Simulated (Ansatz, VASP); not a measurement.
**ZnSe in VASP and in Ansatz**

```
CELL_PARAMETERS angstrom
0.00000 2.87047 2.87047
2.87047 0.00000 2.87047
2.87047 2.87047 0.00000
ATOMIC_POSITIONS crystal
Zn 0.00000 0.00000 0.00000
Se 0.25000 0.25000 0.25000
```

Alike in both runs: functional r2SCAN; k mesh 8 × 8 × 8; occupations fermi-dirac, width 0.02 eV; no spin polarisation.

Ansatz relaxed the structure, and its values are those at the end. VASP's run is a single point on that final structure, the one shown.

|  | VASP | Ansatz |
| --- | --- | --- |
| version | VASP 6.6.1 | Ansatz 0.2.0 |
| potentials or method | VASP PAW PBE potentials, release 64 (Zn, Se), cutoff 520 eV | PAW plane waves |
| valence electrons in the cell | 18 | 28 |

|  | VASP | Ansatz | Ansatz less VASP |
| --- | --- | --- | --- |
| gap on the k mesh at the Fermi level (eV) | 1.70 | 1.70 | -0.005 |
| pressure (GPa) | -2.3 | -2.4 | -0.05 |

VASP's potentials were made for PBE, not for r2SCAN. VASP's potentials hold 18 valence electrons a cell and Ansatz's 28, so a difference there can come from the potentials and not from the codes. Ansatz's warnings: stress scf threshold loose.
